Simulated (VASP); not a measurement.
Write the native input for VASP 6.6.1 that does the following.

```yaml
Task: single point
Functional: LDA
Potentials_or_basis: VASP PAW LDA potentials, release 64 (Ag, Cl)
Cutoff: 520 eV
k_mesh: 8 × 8 × 8
Occupations: fermi-dirac, width 0.02 eV
Spin: no spin polarisation
Dipole_correction: no
Further_INCAR_settings: ALGO = Normal; EDIFF = 1e-06; NBANDS = 16
```

The structure of AgCl lies in POSCAR:

```
AgCl
1.0
    0.0000000000      2.8096430007      2.8096430007
    2.8096430007      0.0000000000      2.8096430007
    2.8096430007      2.8096430007      0.0000000000
Ag Cl
1 1
Direct
    0.5000000000      0.5000000000      0.5000000000
    0.0000000000      0.0000000000      0.0000000000
```

This cell differs from its parent crystal: volume scaled by 1.04.

One way to write it, as run:

INCAR

```
PREC = Accurate ; ENCUT = 520
EDIFF = 1E-6 ; ISMEAR = -1
SIGMA = 0.02 ; LREAL = F
LASPH = T ; NELM = 100
ALGO = Normal ; ISIF = 2
LWAVE = F ; LCHARG = T
LELF = T ; LVHAR = T
NBANDS = 16
```

KPOINTS

```
regular mesh
0
Gamma
  8 8 8
```

Potentials or basis: VASP PAW LDA potentials, release 64 (Ag, Cl).

Launch:

```console
$ cat potpaw_LDA.64/Ag/POTCAR potpaw_LDA.64/Cl/POTCAR > POTCAR
$ mpirun -np 1 vasp_std > vasp.out
```

It gave:

| Quantity | Value |
| --- | --- |
| Pressure | -6.9 GPa |
| Band gap on the k mesh | 0.65 eV, indirect (least direct gap 2.80 eV) |

Run time: 32 s on 1 thread of Intel Xeon 8259CL, on a shared host, peak memory 0.16 GiB.
